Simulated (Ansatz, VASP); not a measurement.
## Mg5SnN2: VASP beside Ansatz

```
CELL_PARAMETERS angstrom
3.43478 0.00000 0.00000
-1.71739 2.97461 0.00000
0.00000 0.00000 13.84584
ATOMIC_POSITIONS crystal
Mg 0.33333 0.66667 0.20647
Mg 0.66667 0.33333 0.85250
Mg 0.00000 0.00000 0.35920
Mg 0.00000 0.00000 0.66239
Mg 0.33333 0.66667 0.51718
Sn 0.00000 0.00000 0.03764
N 0.33333 0.66667 0.36023
N 0.66667 0.33333 0.58771
```

Change from the starting cell: built by hand: vacancy-ordered layered antifluorite (P3m1, No. 156).

Alike in both runs: functional PBE; k mesh 12 × 12 × 4; occupations gaussian, width 0.1 eV; no spin polarisation.

Ansatz relaxed the structure, and its values are those at the end. VASP's run is a single point on that final structure, the one shown.

|  | VASP | Ansatz |
| --- | --- | --- |
| version | VASP 6.6.1 | Ansatz 0.2.0 |
| potentials or method | VASP PAW PBE potentials, release 64 (Mg, Sn_d, N), cutoff 520 eV | scalar-relativistic, plane waves, PAW |
| valence electrons in the cell | 34 | 74 |

```csv
,VASP,Ansatz,Ansatz less VASP
gap on the k mesh at the Fermi level (eV),none,none,-
pressure (GPa),-0.2,0.0,+0.17
rms of the force components (eV/Å),0.004,0.003,-0.0014
```

A gap of «none» marks a metal or a gap that the smearing closes. VASP's potentials hold 34 valence electrons a cell and Ansatz's 74, so a difference there can come from the potentials and not from the codes.
